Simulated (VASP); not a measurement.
A run of VASP 6.6.1:

Contents of INCAR:

```
ALGO     = Normal         # electronic algorithm
EDIFF    = 1E-7           # SCF threshold, eV
EDIFFG   = -0.002         # ionic threshold
ENCUT    = 600            # plane-wave cutoff, eV
GGA      = PE             # functional
GGA_COMPAT= F            
IBRION   = 2              # ionic algorithm
ISIF     = 3              # what is computed and relaxed
ISMEAR   = 0              # smearing method
LASPH    = T              # aspherical terms in the spheres
LCHARG   = F              # write CHGCAR
LREAL    = F              # projectors in reciprocal space
LWAVE    = F              # write WAVECAR
NELM     = 120            # most SCF steps
NELMIN   = 4            
NSW      = 100            # ionic steps
PREC     = Accurate       # precision mode
SIGMA    = 0.1            # smearing width, eV
```

The input KPOINTS:

```
k-points
0
Gamma
  14 14 14
```

The input POSCAR:

```
Si2Ni
1.0
    0.0000000000      2.6950000000      2.6950000000
    2.6950000000      0.0000000000      2.6950000000
    2.6950000000      2.6950000000      0.0000000000
Ni Si
1 2
Direct
    0.0000000000      0.0000000000      0.0000000000
    0.2500000000      0.2500000000      0.2500000000
    0.7500000000      0.7500000000      0.7500000000
```

Potentials or basis: VASP PAW PBE potentials, release 64 (Ni, Si).

Launch:

```console
$ cat potpaw_PBE.64/Ni/POTCAR potpaw_PBE.64/Si/POTCAR > POTCAR
$ mpirun -np 1 vasp_std > vasp.out
```

Hardware: 1 thread of Intel Xeon 8259CL, with other jobs on the host.

Task: How long does it take, and how much memory?

Result: Run time: 4.6 min on 1 thread of Intel Xeon 8259CL (shared host), peak memory 0.22 GiB. Counts: scf iterations 36, k points 104, ion steps 3.
